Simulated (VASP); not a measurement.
# Al: single point with LDA

Crystal: Al.

```
CELL_PARAMETERS angstrom
0.00000 2.97626 2.97626
2.97626 0.00000 2.97626
2.97626 2.97626 0.00000
ATOMIC_POSITIONS crystal
Al 0.87500 0.87500 0.87500
Al 0.12500 0.12500 0.12500
```

```yaml
Program: VASP 6.6.1
Task: single point
Functional: LDA
Potentials_or_basis: VASP PAW LDA potentials, release 64 (Al)
Cutoff: 520 eV
k_mesh: 12 × 12 × 12
Occupations: tetrahedron
Spin: no spin polarisation
```

* Pressure: 0.0 GPa
* Band gap on the k mesh: zero (band 3 reaches 5.09 eV, above the bottom of band 4 at 1.45 eV)

Levels at points of the mesh, in eV from the Fermi level:
| k point | band 1 | band 2 | band 3 | band 4 | band 5 | band 6 | band 7 | band 8 |
| --- | --- | --- | --- | --- | --- | --- | --- | --- |
| (0.00, 0.00, 0.00) | -8.03 | 2.19 | 2.19 | 2.19 | 4.04 | 4.04 | 4.04 | 5.50 |
| (0.50, 0.00, 0.00) | -5.93 | -3.95 | 1.15 | 1.15 | 3.35 | 4.45 | 4.45 | 7.61 |
| (0.50, 0.50, 0.00) | -4.41 | -4.41 | -0.39 | -0.39 | 2.09 | 2.09 | 10.83 | 10.83 |

Wall time 15 s on 1 thread of Intel(R) Xeon(R) Platinum 8488C (Sapphire Rapids), on a shared host, peak memory 0.16 GiB.

Caveat: tetrahedron occupations give inexact forces and stress in metals.
